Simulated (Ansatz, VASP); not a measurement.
# Zr: VASP beside Ansatz

Contents of INCAR:

```
  PREC = Accurate
  ENCUT = 500
  EDIFF = 1E-7
  ISMEAR = 0
  SIGMA = 0.05
  LREAL = False
  LASPH = True
  NELM = 120
  ALGO = Normal
  ISIF = 3
  LWAVE = False
  LCHARG = False
  GGA = PE
  IBRION = 2
  NSW = 80
  EDIFFG = -0.01
  GGA_COMPAT = False
  NELMIN = 4
```

File KPOINTS:

```
Automatic mesh
0
Gamma
  16 16 8
```

POSCAR

```
Zr
1.0
    3.2300000000      0.0000000000      0.0000000000
   -1.6150000000      2.7972620542      0.0000000000
    0.0000000000      0.0000000000      5.1453900000
Zr
2
Direct
    0.3333333333      0.6666666667      0.7500000000
    0.6666666667      0.3333333333      0.2500000000
```

Input for Ansatz:

```yaml
crystal:
  lattice:
    - [3.23, 0.0, 0.0]
    - [-1.615, 2.7972620542, 0.0]
    - [0.0, 0.0, 5.14539]
  atoms:
    - { symbol: Zr, position: [0.3333333333, 0.6666666667, 0.75] }
    - { symbol: Zr, position: [0.6666666667, 0.3333333333, 0.25] }
basis:
  ecutwfc: 420
  ecutrho_ratio: 4
kpoints:
  mp_grid: { grid: [16, 16, 8] }
hamiltonian:
  xc: pbe
scf:
  occupations: { method: gaussian, width: 0.05 }
output:
  forces: true
  stress: true
  eigenvalues: true
relax:
  f_tol: 0.01
  max_steps: 60
  cell: { stress_tol: 0.04 }
```

Alike in both runs: task relaxation of cell and atoms; functional PBE; k mesh 16 × 16 × 8; occupations gaussian, width 0.05 eV; no spin polarisation.

|  | VASP | Ansatz |
| --- | --- | --- |
| version | VASP 6.6.1 | Ansatz 0.2.0 |
| potentials or method | VASP PAW PBE potentials, release 64 (Zr_sv), cutoff 500 eV | scalar-relativistic, plane waves, PAW |
| valence electrons in the cell | 24 | 24 |

```csv
,VASP,Ansatz,Ansatz less VASP
"gap on the k mesh at the Fermi level, each at its own relaxed structure (eV)",none,none,-
relaxed volume (Å³/atom),23.40,23.38,-0.014
relaxed cell length with the largest relative difference (Å),3.236,3.234,-0.0019
```

A gap of «none» marks a metal or a gap that the smearing closes.
